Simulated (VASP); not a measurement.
Sn3Bi, 4 atoms in the cell. Symmetry: Fm-3m, No. 225, cubic system. The conventional cell has a = 7.734 Å, b = 7.734 Å, c = 7.734 Å, α = 90.00°, β = 90.00°, γ = 90.00°. Within 4.4 Å of Sn (site symmetry m-3m) lie 8 Sn at 3.35 Å and 6 Bi at 3.87 Å. Sn (site symmetry -43m) has 10 Sn at 3.35 to 3.87 Å and 4 Bi at 3.35 Å within 4.4 Å. Within 4.4 Å of Bi (site symmetry m-3m) lie 14 Sn at 3.35 to 3.87 Å. 

| Item | Value |
| --- | --- |
| Program | VASP 6.6.1 |
| Task | relaxation of cell and atoms |
| Functional | LDA |
| Potentials or basis | VASP PAW LDA potentials, release 64 (Sn_d, Bi_d) |
| Cutoff | 600 eV |
| k mesh | 10 × 10 × 10 |
| Occupations | gaussian, width 0.1 eV |
| Spin | no spin polarisation |
| Dipole correction | no |
| Further INCAR settings | ALGO = Normal; EDIFF = 1e-06; IBRION = 2; EDIFFG = -0.005; NSW = 70; ISIF = 3 |

Potentials or basis: VASP PAW LDA potentials, release 64 (Sn_d, Bi_d).

Run with:

```console
$ cat potpaw_LDA.64/Sn_d/POTCAR potpaw_LDA.64/Bi_d/POTCAR > POTCAR
$ mpirun -np 1 vasp_std > vasp.out
```

Hardware: 1 thread of AMD EPYC 7571 (shared host).

Q: Estimate the wall time of this run.

A: Run time: 15 min on 1 thread of AMD EPYC 7571, on a shared host, peak memory 0.36 GiB. Counts: scf iterations 28, k points 47, ion steps 3.
